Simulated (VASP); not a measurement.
Si:

```
CELL_PARAMETERS angstrom
0.00000 1.67000 1.67000
1.67000 0.00000 1.67000
1.67000 1.67000 0.00000
ATOMIC_POSITIONS crystal
Si 0.00000 0.00000 0.00000
```

| Quantity | Value |
| --- | --- |
| Program | VASP 6.6.1 |
| Task | relaxation of cell and atoms |
| Functional | revPBE |
| Potentials or basis | VASP PAW PBE potentials, release 64 (Si) |
| Cutoff | 500 eV |
| k mesh | 10 × 10 × 10 |
| Occupations | methfessel-paxton, width 0.01 eV |
| Spin | no spin polarisation |

At the start: pressure 97.5 GPa; volume 9.31 Å³/atom.

Problem. Where does the relaxation end?

Solution. Over 5 steps the energy falls by 1054.6 meV/atom and the volume is 14.45 Å³/atom (+55.1 %); space group Fm-3m (No. 225, to 0.05 Å).

Step by step:
| step | energy change (eV) | largest force (eV/Å) | pressure (GPa) | volume (Å³) |
| --- | --- | --- | --- | --- |
| 1 | 0.0000 | 0.0000 | 97.52 | 9.31 |
| 2 | -0.8128 | 0.0000 | -12.99 | 19.24 |
| 3 | -1.0544 | 0.0000 | 0.59 | 14.36 |
| 4 | -1.0545 | 0.0000 | -0.34 | 14.50 |
| 5 | -1.0546 | 0.0000 | 0.03 | 14.45 |

Final structure:
```xyz
1
Lattice="0.0000 1.9330 1.9330 1.9330 0.0000 1.9330 1.9330 1.9330 0.0000" Properties=species:S:1:pos:R:3 pbc="T T T"
Si    0.0000    0.0000    0.0000
```

Caveat: the volume moved by over 15 % at a fixed basis, so the end points are rough; the PAW data sets were made with another functional, which shifts forces and pressure a little; the volume moved by +55 % from the deposited cell, more than functionals usually miss.
